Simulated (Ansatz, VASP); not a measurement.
**SiO2: VASP beside Ansatz**

```
Si O
1.0
     4.26208    0.00000    0.00000
     0.00000    4.26208    0.00000
     0.00000    0.00000    2.72012
Si O
2 4
Direct
  0.00000 0.00000 0.00000
  0.50000 0.50000 0.50000
  0.30670 0.30670 0.00000
  0.19330 0.80670 0.50000
  0.69330 0.69330 0.00000
  0.80670 0.19330 0.50000
```

Change from the starting cell: volume scaled by 1.06.

Alike in both runs: task single point; functional PBEsol; k mesh 6 × 6 × 9; occupations fermi-dirac, width 0.03 eV; no spin polarisation.

```csv
,VASP,Ansatz
version,VASP 6.6.1,Ansatz 0.2.0
potentials or method,"VASP PAW PBE potentials, release 64 (Si, O), cutoff 520 eV","all-electron LAPW, scalar-relativistic"
```

|  | VASP | Ansatz | Ansatz less VASP |
| --- | --- | --- | --- |
| gap on the k mesh at the Fermi level (eV) | 4.57 | 4.58 | +0.010 |
| pressure (GPa) | -12.7 | -13.3 | -0.54 |
| traceless stress, the component that is largest in VASP (GPa) | -1.74 | -2.28 | -0.542 |
| rms of the force components (eV/Å) | 0.076 | 0.094 | +0.0176 |

VASP's potentials were made for PBE, not for PBEsol. Atom by atom the forces differ by 0.018 eV/Å (rms over components). Ansatz ran all-electron here, and VASP with PAW potentials.
